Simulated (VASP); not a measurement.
Here is a VASP 6.6.1 calculation.

Contents of INCAR:

```
SYSTEM = SiGeB
PREC     = Accurate       ! precision mode
ENCUT    = 600            ! plane-wave cutoff, eV
EDIFF    = 1E-6           ! SCF threshold, eV
ISMEAR   = 0              ! smearing method
SIGMA    = 0.1            ! smearing width, eV
LREAL    = .False.        ! projectors in reciprocal space
LASPH    = .True.         ! aspherical terms in the spheres
NELM     = 100            ! most SCF steps
ALGO     = Normal         ! electronic algorithm
ISIF     = 3              ! what is computed and relaxed
LWAVE    = .False.        ! write WAVECAR
LCHARG   = .False.        ! write CHGCAR
GGA      = PE             ! functional
IBRION   = 2              ! ionic algorithm
NSW      = 100            ! ionic steps
EDIFFG   = -0.01          ! ionic threshold
```

File KPOINTS:

```
Automatic mesh
0
Gamma
  12 12 8
  0 0 0
```

Contents of POSCAR:

```
SiGeB
1.0
    4.4519100822      0.0000000000      0.0000000000
   -2.2259550411      3.8554672265      0.0000000000
    0.0000000000      0.0000000000      4.7555181714
Si Ge B
2 2 2
Direct
    0.3333333333      0.6666666667      0.0000000000
    0.6666666667      0.3333333333      0.0000000000
    0.3333333333      0.6666666667      0.5000000000
    0.6666666667      0.3333333333      0.5000000000
    0.0000000000      0.0000000000      0.5000000000
    0.0000000000      0.0000000000      0.0000000000
```

Potentials or basis: VASP PAW PBE potentials, release 64 (Si, Ge_d, B).

The run is started by

```console
$ cat potpaw_PBE.64/Si/POTCAR potpaw_PBE.64/Ge_d/POTCAR potpaw_PBE.64/B/POTCAR > POTCAR
$ mpirun -np 1 vasp_std > vasp.out
```

Problem. Estimate the relaxed volume.

Solution. 13.52 Å³/atom.

Problem. Estimate the relaxed cell.

Solution. a = 4.402 Å, b = 4.402 Å, c = 4.833 Å, α = 90.00°, β = 90.00°, γ = 120.00°.

Final structure:
```
Si Ge B
1.0
     4.40160    0.00000    0.00000
    -2.20080    3.81189    0.00000
     0.00000    0.00000    4.83311
Si Ge B
2 2 2
Direct
  0.33333 0.66667 0.00000
  0.66667 0.33333 0.00000
  0.33333 0.66667 0.50000
  0.66667 0.33333 0.50000
  0.00000 0.00000 0.50000
  0.00000 0.00000 0.00000
```
